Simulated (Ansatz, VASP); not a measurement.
**Two plane-wave programs on TeAs2S2**

```
As S Te
1.0
     1.88327    1.08730    9.26822
    -1.88327    1.08730    9.26822
     0.00000   -2.17461    9.26822
As S Te
2 2 1
Cartesian
  0.0000 0.0000 11.2370
  0.0000 0.0000 16.5676
  0.0000 0.0000 6.0120
  0.0000 0.0000 21.7926
  0.0000 0.0000 0.0000
```

Alike in both runs: task single point; functional PBE; k mesh 8 × 8 × 8; no spin polarisation.

|  | VASP | Ansatz |
| --- | --- | --- |
| version | VASP 6.6.1 | Ansatz 0.2.0 |
| potentials or method | VASP PAW PBE potentials, release 64 (As, S, Te) | plane waves, PAW |
| plane-wave cutoff (eV) | 520 | 420 |
| occupations | gaussian, width 0.01 eV | fixed |
| valence electrons in the cell | 28 | 58 |

```tsv
	VASP	Ansatz	Ansatz less VASP
gap on the k mesh at the Fermi level (eV)	0.64	0.64	-0.004
pressure (GPa)	2.1	2.1	+0.02
rms of the force components (eV/Å)	0.017	0.017	+0.0003
```

Atom by atom the forces differ by 0.002 eV/Å (rms over components). VASP's potentials hold 28 valence electrons a cell and Ansatz's 58, so a difference there can come from the potentials and not from the codes.

Spin-orbit coupling is off throughout.
